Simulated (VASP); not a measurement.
A run of VASP 6.6.1:

File INCAR:

```
SYSTEM = NaH
PREC     = Accurate       ! precision mode
ENCUT    = 520            ! plane-wave cutoff, eV
EDIFF    = 1E-7           ! SCF threshold, eV
ISMEAR   = -1             ! smearing method
SIGMA    = 0.03           ! smearing width, eV
LREAL    = .False.        ! projectors in reciprocal space
LASPH    = .True.         ! aspherical terms in the spheres
NELM     = 100            ! most SCF steps
ALGO     = Normal         ! electronic algorithm
ISIF     = 2              ! what is computed and relaxed
LWAVE    = .False.        ! write WAVECAR
LCHARG   = .False.        ! write CHGCAR
GGA      = PS             ! functional
NBANDS   = 11             ! bands
```

File KPOINTS:

```
Automatic mesh
0
Gamma
  9 9 9
  0 0 0
```

Contents of POSCAR:

```
NaH
1.0
    0.0000000000      2.4644000000      2.4400000000
    2.4644000000      0.0000000000      2.4400000000
    2.4644000000      2.4644000000      0.0000000000
Na H
1 1
Direct
    0.0000000000      0.0000000000      0.0000000000
    0.5000000000      0.5000000000      0.5000000000
```

Potentials or basis: VASP PAW PBE potentials, release 64 (Na_pv, H).

Launch:

```console
$ cat potpaw_PBE.64/Na_pv/POTCAR potpaw_PBE.64/H/POTCAR > POTCAR
$ mpirun -np 1 vasp_std > vasp.out
```

Hardware: 1 thread of Intel Xeon 8259CL, on a shared host.

How long does it take, and how much memory?

It took 35 s on 1 thread of Intel Xeon 8259CL, on a shared host, peak memory 0.16 GiB. Counts: scf iterations 13, k points 75.
